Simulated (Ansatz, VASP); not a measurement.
**Two plane-wave programs on SnO2**

```
Sn O
1.0
     0.00000    2.57159    2.57159
     2.57159    0.00000    2.57159
     2.57159    2.57159    0.00000
Sn O
1 2
Cartesian
  0.0000 0.0000 0.0000
  1.2858 1.2858 1.2858
  3.8574 3.8574 3.8574
```

Change from the starting cell: volume scaled by 1, PAW files.

Alike in both runs: task single point; functional PBE; k mesh 12 × 12 × 12; occupations fermi-dirac, width 0.08 eV; no spin polarisation.

|  | VASP | Ansatz |
| --- | --- | --- |
| version | VASP 6.6.1 | Ansatz 0.2.0 |
| potentials or method | VASP PAW PBE potentials, release 64 (Sn_d, O) | PAW with Ansatz's default frozen-core files, scalar-relativistic |
| plane-wave cutoff (eV) | 520 | 420 |
| valence electrons in the cell | 26 | 26 |

Ansatz gave:

```
pressure (GPa) : 0.0
```

**Question.** What did VASP give for the same quantities?

**Answer.** Pressure (GPa): 0.6.
